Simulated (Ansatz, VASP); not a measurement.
S in VASP and in Ansatz

```xyz
20
Lattice="6.4675 -5.1829 0.0000 6.4675 5.1829 0.0000 -2.3920 0.0000 8.2362" Properties=species:S:1:pos:R:3 pbc="T T T"
S    10.4565    0.8680    1.1677
S     8.3722   -2.0602    6.6937
S     2.1707    2.0602    1.5425
S     0.0865   -0.8680    7.0685
S     6.0854    1.9428    4.6908
S     5.6751    0.3909    6.0101
S     9.2604   -0.8680    5.2858
S    -0.7975    0.6659    5.9907
S     0.9747   -2.0602    5.6606
S     1.2825    0.8680    2.9504
S    10.1444    0.6659    6.3635
S     6.8711   -0.3909    1.8920
S     7.2814   -1.9428    0.5727
S    11.3404   -0.6659    2.2455
S     4.4575   -1.9428    3.5454
S     0.3985   -0.6659    1.8726
S     9.5682    2.0602    2.5756
S     3.6718    0.3909    6.3442
S     4.8678   -0.3909    2.2261
S     3.2615    1.9428    7.6635
```

Alike in both runs: task single point; functional PBE; k mesh 2 × 2 × 2; occupations gaussian, width 0.1 eV; no spin polarisation.

|  | VASP | Ansatz |
| --- | --- | --- |
| version | VASP 6.6.1 | Ansatz 0.2.0 |
| potentials or method | VASP PAW PBE potentials, release 64 (S), cutoff 520 eV | scalar-relativistic, plane waves, PAW |
| valence electrons in the cell | 120 | 120 |

Ansatz gave:

* gap on the k mesh at the Fermi level (eV): 2.15
* least direct gap on the mesh (eV): 2.29
* pressure (GPa): 2.0
* traceless stress, the component that is largest in VASP (GPa): -0.22
* rms of the force components (eV/Å): 0.191

Question: What did VASP give for the same quantities?

Answer: gap on the k mesh at the Fermi level (eV): 2.20; least direct gap on the mesh (eV): 2.33; pressure (GPa): 1.5; traceless stress, the component that is largest in VASP (GPa): -0.13; rms of the force components (eV/Å): 0.118.

Atom by atom the forces differ by 0.074 eV/Å (rms over components).
